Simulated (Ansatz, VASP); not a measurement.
**P in VASP and in Ansatz**

The input INCAR:

```
SYSTEM = P
PREC = Accurate
ENCUT = 520
EDIFF = 1E-6
ISMEAR = -1
SIGMA = 0.05
LREAL = .False.
LASPH = .True.
NELM = 100
ALGO = Normal
ISIF = 2
LWAVE = .False.
LCHARG = .True.
GGA = PE
LELF = .True.
LVHAR = .True.
NBANDS = 18
```

File KPOINTS:

```
Automatic mesh
0
Gamma
  7 7 5
  0 0 0
```

The input POSCAR:

```
P
1.0
    1.6204179355     -5.4567990095      0.0000000000
    1.6750683127      5.4732764407      0.0000000000
    0.0000000000      0.0000000000      4.5436355900
P
4
Direct
    0.9041431300      0.0958568700      0.5888151700
    0.0958568700      0.9041431300      0.4111848300
    0.5958568700      0.4041431300      0.0888151700
    0.4041431300      0.5958568700      0.9111848300
```

File input.yaml:

```yaml
crystal:
  lattice:
    - [1.6204179355, -5.4567990095, 0.0]
    - [1.6750683127, 5.4732764407, 0.0]
    - [0.0, 0.0, 4.54363559]
  atoms:
    - { symbol: P, position: [0.90414313, 0.09585687, 0.58881517] }
    - { symbol: P, position: [0.09585687, 0.90414313, 0.41118483] }
    - { symbol: P, position: [0.59585687, 0.40414313, 0.08881517] }
    - { symbol: P, position: [0.40414313, 0.59585687, 0.91118483] }
hamiltonian:
  xc: pbe
  pseudopotentials: { kind: paw }
kpoints:
  mp_grid: { grid: [7, 7, 5] }
scf:
  occupations: { method: fermi_dirac, width: 0.05 }
output:
  forces: true
  stress: true
  eigenvalues: true
  write_density: true
  write_potential: true
  elf: true
  volumetric_format: npy
```

Alike in both runs: task single point; functional PBE; k mesh 7 × 7 × 5; occupations fermi-dirac, width 0.05 eV; no spin polarisation.

```csv
,VASP,Ansatz
version,VASP 6.6.1,Ansatz 0.2.0
potentials or method,"VASP PAW PBE potentials, release 64 (P)",Ansatz PAW
plane-wave cutoff (eV),520,420
valence electrons in the cell,20,20
```

|  | VASP | Ansatz | Ansatz less VASP |
| --- | --- | --- | --- |
| gap on the k mesh at the Fermi level (eV) | 0.30 | 0.28 | -0.014 |
| least direct gap on the mesh (eV) | 0.30 | 0.28 | -0.014 |
| pressure (GPa) | 1.7 | 2.0 | +0.33 |
| traceless stress, the component that is largest in VASP (GPa) | -0.42 | -0.42 | +0.004 |
| rms of the force components (eV/Å) | 0.167 | 0.196 | +0.0283 |

Atom by atom the forces differ by 0.030 eV/Å (rms over components).

Noted on Ansatz's run: odd divisions of the mesh miss points on the zone boundary, where band edges often lie, so the gap on the mesh can be too wide.
